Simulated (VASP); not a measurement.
# Al (a cell with a defect) in VASP: notebook

Runs on Al (a cell with a defect). Level: PBE. Tasks: single point.

Everything below comes from runs of VASP 6.6.1. Logs are shortened: lines on timing, memory, paths and dates and some standing lists are left out, and cuts for length are marked.

## Step 1: The cell of the first run

The cell holds a defect, 31 atoms: a = 8.100 Å, b = 8.100 Å, c = 8.100 Å, α = 90.00°, β = 90.00°, γ = 90.00°.

## Step 2: Single point, PBE

Contents of INCAR:

```
SYSTEM = Al
PREC = Accurate
ENCUT = 520
EDIFF = 1E-6
ISMEAR = 0
SIGMA = 0.15
LREAL = Auto
LASPH = .True.
NELM = 60
ALGO = Normal
ISIF = 2
LWAVE = .False.
LCHARG = .True.
GGA = PE
LELF = .True.
LVHAR = .True.
NBANDS = 68
```

Contents of KPOINTS:

```
Automatic mesh
0
Gamma
  3 3 3
  0 0 0
```

Contents of POSCAR:

```
Al
1.0
    8.1000000000      0.0000000000      0.0000000000
    0.0000000000      8.1000000000      0.0000000000
    0.0000000000      0.0000000000      8.1000000000
Al
31
Direct
    0.7444140741      0.2463492593     -0.0003955556
    0.7478292593     -0.0009001235      0.2461682716
    0.0055753086      0.0037741975     -0.0003945679
    0.3323707407      0.1678659259     -0.0003930864
    0.4964287654      0.4946350617     -0.0003893827
    0.7483172840      0.7518979012     -0.0003907407
    0.2470853086     -0.0065761728      0.2646738272
    0.5067696296      0.2531197531      0.2646838272
    0.7511753086      0.5011811111      0.2499138272
    0.5026206173     -0.0024213580      0.4996120988
    0.7584861728      0.2514338272      0.4996027160
    0.7478361728     -0.0009056790      0.7530403704
    0.0015822222      0.4986155556     -0.0003928395
    0.2538461728      0.7557761728     -0.0003887654
    0.0043096296      0.2514411111      0.2452498765
    0.2487566667      0.4958953086      0.2452586420
    0.5011071605      0.7523724691      0.2461683951
   -0.0059249383     -0.0001807407      0.4996039506
    0.2481333333      0.2520600000      0.4996011111
    0.5003848148      0.5061237037      0.4996108642
    0.7499383951      0.7502564198      0.4996076543
    0.2470797531     -0.0065677778      0.7345497531
    0.5067702469      0.2531127160      0.7345365432
    0.7511660494      0.5011869136      0.7493007407
   -0.0009838272      0.7490254321      0.2499188889
   -0.0000681481      0.5002669136      0.4996065432
    0.2487709877      0.7417166667      0.4996113580
    0.0043027160      0.2514437037      0.7539559259
    0.2487588889      0.4958818519      0.7539608642
    0.5010995062      0.7523711111      0.7530498765
   -0.0009827160      0.7490270370      0.7492945679
```

Potentials or basis: VASP PAW PBE potentials, release 64 (Al).

Command:

```sh
$ cat potpaw_PBE.64/Al/POTCAR > POTCAR
$ mpirun -np 1 vasp_std > vasp.out
```

OUTCAR:

```text
SYSTEM = Al
   PREC = Accurate
   ENCUT = 520
   EDIFF = 1E-6
   ISMEAR = 0
   LREAL = Auto
   LASPH = .True.
   NELM = 60
   ISIF = 2
   GGA = PE

 ion  position               nearest neighbor table
   1  0.744  0.246  1.000-   2 2.83  12 2.83   5 2.84  23 2.88   8 2.88   3 2.89  24 2.89   9 2.89
                            28 2.90  15 2.90  13 2.92
   2  0.748  0.999  0.246-  17 2.83   6 2.83   1 2.83   8 2.84  10 2.86  18 2.86  25 2.87  21 2.88
                             3 2.89  11 2.90  15 2.91
   3  0.006  0.004  1.000-  15 2.83  28 2.83  14 2.84   1 2.89  12 2.89   2 2.89  31 2.89  25 2.89
                            22 2.91   7 2.91   6 2.92   4 2.96
   4  0.332  0.168  1.000-  23 2.66   8 2.66  22 2.66   7 2.66   5 2.96   3 2.96
   5  0.496  0.495  1.000-  29 2.83  16 2.83   1 2.84  14 2.89  17 2.89  30 2.89  24 2.89   9 2.89
                             8 2.91  23 2.91   6 2.92   4 2.96
   6  0.748  0.752  1.000-   2 2.83  12 2.83  17 2.83  30 2.83  25 2.87  31 2.87  24 2.87   9 2.87
                            13 2.90   3 2.92   5 2.92
   7  0.247  0.993  0.265-   4 2.66  27 2.79  18 2.80  10 2.81  25 2.82  19 2.83  17 2.84  15 2.87
                            14 2.88   3 2.91   8 2.97
   8  0.507  0.253  0.265-   4 2.66  11 2.79  20 2.80  10 2.81   9 2.82  19 2.83   2 2.84  16 2.87
                             1 2.88   5 2.91   7 2.97
   9  0.751  0.501  0.250-   8 2.82  25 2.84  26 2.85  21 2.86  11 2.86  20 2.87  13 2.87   6 2.87
                            17 2.87  15 2.88   5 2.89   1 2.89
  10  0.503  0.998  0.500-  23 2.81   8 2.81   7 2.81  22 2.81  21 2.83  12 2.86  30 2.86  17 2.86
                             2 2.86  19 2.92  27 2.92  11 2.92
  11  0.758  0.251  0.500-   8 2.79  23 2.79  18 2.79  26 2.81   9 2.86  24 2.86  28 2.87  15 2.87
                             2 2.90  12 2.90  10 2.92  20 2.94
  12  0.748  0.999  0.753-  30 2.83   6 2.83   1 2.83  23 2.84  10 2.86  18 2.86  31 2.87  21 2.88
                             3 2.89  11 2.90  28 2.91
  13  0.002  0.499  1.000-  15 2.82  28 2.82  29 2.82  16 2.82   9 2.87  25 2.87  24 2.87  31 2.87
[... 23 lines left out ...]
  25  0.999  0.749  0.250-   7 2.82   9 2.84  26 2.85  21 2.86  27 2.86  18 2.87  13 2.87   6 2.87
                             2 2.87  16 2.88   3 2.89  14 2.89
  26  1.000  0.500  0.500-  11 2.81  27 2.81  19 2.84  25 2.85  31 2.85   9 2.85  24 2.85  21 2.86
                            28 2.88  16 2.88  29 2.88  15 2.88
  27  0.249  0.742  0.500-   7 2.79  22 2.79  20 2.79  26 2.81  31 2.86  25 2.86  16 2.87  29 2.87
                            30 2.90  17 2.90  10 2.92  18 2.94
  28  0.004  0.251  0.754-  29 2.80  13 2.82   3 2.83  19 2.85  11 2.87  22 2.87  24 2.88  26 2.88
                             1 2.90  18 2.90  12 2.91
  29  0.249  0.496  0.754-  28 2.80  13 2.82   5 2.83  19 2.85  27 2.87  23 2.87  31 2.88  26 2.88
                            14 2.90  20 2.90  30 2.91
  30  0.501  0.752  0.753-  12 2.83   6 2.83  14 2.83  22 2.84  10 2.86  20 2.86  24 2.87  21 2.88
                             5 2.89  27 2.90  29 2.91
  31  0.999  0.749  0.749-  22 2.82  24 2.84  26 2.85  21 2.86  27 2.86  18 2.87  13 2.87   6 2.87
                            12 2.87  29 2.88   3 2.89  14 2.89

  LATTYP: Found a simple cubic cell.
 ALAT       =     8.1000000000

  Lattice vectors:

 A1 = (   8.1000000000,   0.0000000000,   0.0000000000)
 A2 = (   0.0000000000,   8.1000000000,   0.0000000000)
 A3 = (   0.0000000000,   0.0000000000,   8.1000000000)

Analysis of symmetry for initial positions (statically):
=====================================================================
 Subroutine PRICEL returns:
 Original cell was already a primitive cell.

 Routine SETGRP: Setting up the symmetry group for a
 simple cubic supercell.

 Subroutine GETGRP returns: Found  1 space group operations
 (whereof  1 operations were pure point group operations)
 out of a pool of 48 trial point group operations.

The static configuration has the point symmetry C_1 .

Analysis of symmetry for dynamics (positions and initial velocities):
=====================================================================
 Subroutine PRICEL returns:
 Original cell was already a primitive cell.

 Routine SETGRP: Setting up the symmetry group for a
 simple cubic supercell.

 Subroutine GETGRP returns: Found  1 space group operations
 (whereof  1 operations were pure point group operations)
 out of a pool of 48 trial point group operations.

The dynamic configuration has the point symmetry C_1 .

 Subroutine INISYM returns: Found  1 space group operations
 (whereof  1 operations are pure point group operations),
 and found     1 'primitive' translations

----------------------------------------------------------------------------------------

[... 94 lines left out ...]
  Length of vectors
     0.041152263  0.041152263  0.041152263

  Shift w.r.t. Gamma in fractional coordinates (k-lattice)
     0.000000000  0.000000000  0.000000000

 Subroutine IBZKPT returns following result:
 ===========================================

 Found     14 irreducible k-points:

 Following reciprocal coordinates:
            Coordinates               Weight
  0.000000  0.000000  0.000000      1.000000
  0.333333  0.000000  0.000000      2.000000
  0.000000  0.333333  0.000000      2.000000
  0.000000  0.000000  0.333333      2.000000
  0.333333  0.333333  0.000000      2.000000
  0.000000  0.333333  0.333333      2.000000
  0.333333  0.000000  0.333333      2.000000
 -0.333333  0.333333  0.000000      2.000000
 -0.333333  0.000000  0.333333      2.000000
  0.000000 -0.333333  0.333333      2.000000
  0.333333  0.333333  0.333333      2.000000
 -0.333333  0.333333  0.333333      2.000000
 -0.333333 -0.333333  0.333333      2.000000
  0.333333 -0.333333  0.333333      2.000000
   k-points           NKPTS =     14   k-points in BZ     NKDIM =     14   number of bands    NBANDS=     68
   number of dos      NEDOS =    301   number of ions     NIONS =     31
   total plane-waves  NPLWV = 216000
   dimension x,y,z NGX =    60 NGY =   60 NGZ =   60
   dimension x,y,z NGXF=   120 NGYF=  120 NGZF=  120
   ions per type =              31
   NGX,Y,Z   is equivalent  to a cutoff of  12.31, 12.31, 12.31 a.u.
   NGXF,Y,Z  is equivalent  to a cutoff of  24.63, 24.63, 24.63 a.u.
 SYSTEM =  Al
   PREC   = accura    normal or accurate (medium, high low for compatibility)
   ISTART =      0    job   : 0-new  1-cont  2-samecut
   ICHARG =      2    charge: 1-file 2-atom 10-const
   ISPIN  =      1    spin polarized calculation?
   LNONCOLLINEAR =      F non collinear calculations
   LSORBIT =      F    spin-orbit coupling
   LASPH  =      T    aspherical Exc in radial PAW
   ENCUT  =  520.0 eV  38.22 Ry    6.18 a.u.  15.06 15.06 15.06*2*pi/ulx,y,z
   NELM   =     60;   NELMIN=  2; NELMDL= -5     # of ELM steps
   EDIFF  = 0.1E-05   stopping-criterion for ELM
   LREAL  =      T    real-space projection
   EDIFFG = 0.1E-04   stopping-criterion for IOM
   NSW    =      0    number of steps for IOM
   IBRION =     -1    ionic relax: 0-MD 1-quasi-New 2-CG
   NFREE  =      0    steps in history (QN), initial steepest desc. (CG)
   ISIF   =      2    stress and relaxation
   ISYM   =      2    0-nonsym 1-usesym 2-fastsym
   POTIM  = 0.5000    time-step for ionic-motion
   TEBEG  =    0.0;   TEEND  =   0.0 temperature during run
   PSTRESS=    0.0 pullay stress
   NELECT =      93.0000    total number of electrons
   NUPDOWN=      -1.0000    fix difference up-down
   EMIN   =  10.00;   EMAX   =-10.00  energy-range for DOS
   EFERMI =   0.00;   METHOD = LEGACY
   ISMEAR =     0;   SIGMA  =   0.15  broadening in eV -4-tet -1-fermi 0-gaus
   EFERMI_NEDOS =   21; number of points for ismear=-14 and -15
   IALGO  =     38    algorithm
   IMIX   =      4    mixing-type and parameters
     AMIX     =   0.40;   BMIX     =  1.00
     AMIX_MAG =   1.60;   BMIX_MAG =  1.00
  volume/ion in A,a.u.               =      17.14       115.69
  Fermi-wavevector in a.u.,A,eV,Ry     =   0.915695  1.730412 11.408446  0.838497
  Thomas-Fermi vector in A             =   2.040466
   LORBIT       =      0    0 simple, 1 ext, 2 COOP (PROOUT), +10 PAW based schemes
   GGA     = PE    functional components
   LHFCALC =     F    Hartree Fock is set to
   AEXX    =    0.0000 exact exchange contribution
   IVDW    =     0    specifies the selected vdW correction
   LEPSILON=     F    determine dielectric tensor
   LRPA    =     F    only Hartree local field effects (RPA)
 non-spin polarized calculation
 Gauss-broadening in eV      SIGMA  =   0.15
  energy-cutoff  :      520.00
  volume of cell :      531.44
 maximum number of plane-waves:     14358
   NGX = 31   NGY = 31   NGZ = 31

 number of electron      93.0000000 magnetization

 Free energy of the ion-electron system (eV)
  ---------------------------------------------------
  ext. energy  EPLUGINS =         0.00000000
  ---------------------------------------------------
  free energy    TOTEN  =      -115.50442014 eV

  energy without entropy =     -115.37521241  energy(sigma->0) =     -115.43981628

 E-fermi :   7.4667     XC(G=0): -10.0328

 val. band max:        7.4406829022   @ k =   0.3333   0.3333   0.3333
 cond. band min:       7.4877212084   @ k =  -0.3333   0.3333   0.3333
 fundamental gap:      0.0470383062
 Fermi energy:         7.4667486483

 k-point     1 :       0.0000    0.0000    0.0000
  band No.  band energies     occupation
      1      -3.3621      2.00000
      2      -1.2588      2.00000
      3      -1.2330      2.00000
      4      -1.1624      2.00000
      5      -1.1614      2.00000
      6      -1.0174      2.00000
[... 843 lines left out ...]
     57       9.2704      0.00000
     58       9.4984      0.00000
 [bands above 58 left out]

------------------------ aborting loop because EDIFF is reached ----------------------------------------

  FORCE on cell =-STRESS in cart. coord.  units (eV):
  Direction    XX          YY          ZZ          XY          YZ          ZX
  --------------------------------------------------------------------------------------
  -------------------------------------------------------------------------------------
  Total       -3.7755626     -3.7653076     -0.5119765      0.4331046     -0.0048506     -0.0015093
  in kB      -11.3824879    -11.3515716     -1.5434962      1.3057149     -0.0146234     -0.0045502
  external PRESSURE =      -8.0925185 kB  Pullay stress =       0.0000000 kB

 VOLUME and BASIS-vectors are now :
 -----------------------------------------------------------------------------
  energy-cutoff  :      520.00
  volume of cell :      531.44
      direct lattice vectors                 reciprocal lattice vectors
     8.100000000  0.000000000  0.000000000     0.123456790  0.000000000  0.000000000
     0.000000000  8.100000000  0.000000000     0.000000000  0.123456790  0.000000000
     0.000000000  0.000000000  8.100000000     0.000000000  0.000000000  0.123456790

 POSITION                                       TOTAL-FORCE (eV/Angst)
 -----------------------------------------------------------------------------------
      6.02975      1.99543      8.09680         0.013086      0.001796      0.000660
      6.05742      8.09271      1.99396         0.010875     -0.006811     -0.006438
      0.04516      0.03057      8.09680        -0.002831     -0.024181      0.000409
      2.69220      1.35971      8.09682        -0.433645      0.432944     -0.001326
      4.02107      4.00654      8.09685         0.024247      0.002229      0.000558
      6.06137      6.09037      8.09684         0.002310     -0.003109     -0.000298
[... 23 lines left out ...]
      4.05891      6.09421      6.09970         0.008168     -0.011653      0.008803
      8.09204      6.06712      6.06929         0.009410     -0.010808     -0.014869
 -----------------------------------------------------------------------------------
    total drift:                               -0.010741      0.011463     -0.015148

  FREE ENERGIE OF THE ION-ELECTRON SYSTEM (eV)
  ---------------------------------------------------
  free  energy   TOTEN  =      -115.5044201436 eV

  energy  without entropy=     -115.3752124094  energy(sigma->0) =     -115.43981628
```

Wall time 4.4 min (1 thread of Intel Xeon 6975P-C (Granite Rapids), shared host); peak memory 0.62 GiB.

Results:

* Free energy: -115.5044 eV
* Pressure: -0.8 GPa
* Largest force: 0.613 eV/Å
* Band gap on the k mesh: zero (an odd number of electrons rules out a gap without spin polarisation)

Forces on the atoms (eV/Å):
```
Al   0.013  0.002  0.001
Al   0.011 -0.007 -0.006
Al  -0.003 -0.024  0.000
Al  -0.434  0.433 -0.001
Al   0.024  0.002  0.001
Al   0.002 -0.003  0.000
Al   0.024 -0.040  0.005
Al   0.040 -0.025  0.006
Al   0.012 -0.008  0.012
Al   0.025 -0.026  0.001
Al   0.029  0.000  0.001
Al   0.011 -0.007  0.009
Al   0.010 -0.010  0.000
Al  -0.002 -0.013  0.000
Al   0.025 -0.017 -0.015
Al   0.016 -0.026 -0.015
Al   0.007 -0.011 -0.006
Al   0.016 -0.011 -0.001
Al   0.004 -0.004  0.000
Al   0.012 -0.014 -0.001
Al   0.009 -0.008 -0.003
Al   0.025 -0.039 -0.004
Al   0.040 -0.025 -0.005
Al   0.011 -0.009 -0.014
Al   0.008 -0.012  0.011
Al   0.005 -0.003 -0.002
Al   0.000 -0.029  0.001
Al   0.025 -0.016  0.016
Al   0.016 -0.026  0.016
Al   0.008 -0.012  0.009
Al   0.009 -0.011 -0.015
```

(Continued in part 2 of 2.)
